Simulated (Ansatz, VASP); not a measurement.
**One calculation of Mg2C, two programs**

Contents of POSCAR:

```
Mg2C
1.0
    0.0000000000      2.7109426181      2.7109426181
    2.7109426181      0.0000000000      2.7109426181
    2.7109426181      2.7109426181      0.0000000000
C Mg
1 2
Direct
    0.0000000000      0.0000000000      0.0000000000
    0.2500000000      0.2500000000      0.2500000000
    0.7500000000      0.7500000000      0.7500000000
```

Contents of INCAR.step1:

```
  PREC = Accurate
  ENCUT = 520
  EDIFF = 1E-5
  ISMEAR = 0
  SIGMA = 0.01
  LREAL = F
  LASPH = T
  NELM = 100
  ALGO = Normal
  ISIF = 2
  LWAVE = T
  LCHARG = F
  GGA = PE
  NBANDS = 11
```

Contents of INCAR.step2:

```
  PREC = Accurate
  ENCUT = 520
  EDIFF = 1E-7
  ISMEAR = 0
  SIGMA = 0.01
  LREAL = F
  LASPH = T
  NELM = 100
  ALGO = Normal
  ISIF = 2
  LWAVE = F
  LCHARG = F
  GGA = PE
  LHFCALC = T
  HFSCREEN = 0.2079
  PRECFOCK = Normal
  ISTART = 1
  NBANDS = 11
```

The input KPOINTS:

```
regular mesh
0
Gamma
  4 4 4
```

Input for Ansatz:

```yaml
crystal:
  lattice:
    - [0.0, 2.7109426181, 2.7109426181]
    - [2.7109426181, 0.0, 2.7109426181]
    - [2.7109426181, 2.7109426181, 0.0]
  atoms:
    - { symbol: C, position: [0.0, 0.0, 0.0] }
    - { symbol: Mg, position: [0.25, 0.25, 0.25] }
    - { symbol: Mg, position: [0.75, 0.75, 0.75] }
kpoints:
  mp_grid: { grid: [4, 4, 4] }
hamiltonian:
  xc: hse06
scf:
  occupations: { method: fixed }
  n_extra_bands: 4
output:
  forces: true
  stress: true
  eigenvalues: true
  write_density: true
  write_potential: true
  elf: true
  volumetric_format: npy
```

Alike in both runs: task single point; functional HSE06; k mesh 4 × 4 × 4; no spin polarisation.

|  | VASP | Ansatz |
| --- | --- | --- |
| version | VASP 6.6.1 | Ansatz 0.2.0 |
| potentials or method | VASP PAW PBE potentials, release 64 (C, Mg) | plane waves, PAW |
| plane-wave cutoff (eV) | 520 | 420 |
| occupations | gaussian, width 0.01 eV | fixed |
| valence electrons in the cell | 8 | 24 |

Ansatz gave:

| Quantity | Value |
| --- | --- |
| gap on the k mesh at the Fermi level (eV) | 1.39 |
| pressure (GPa) | -0.6 |

Question: What did VASP give for the same quantities?

Answer: gap on the k mesh at the Fermi level (eV): 1.38; pressure (GPa): -0.8.

VASP's potentials hold 8 valence electrons a cell and Ansatz's 24, so a difference there can come from the potentials and not from the codes. Ansatz's warnings: stress exchange threshold loose, stress scf threshold loose.

The k mesh is coarse, so the values compare programs but aren't converged.
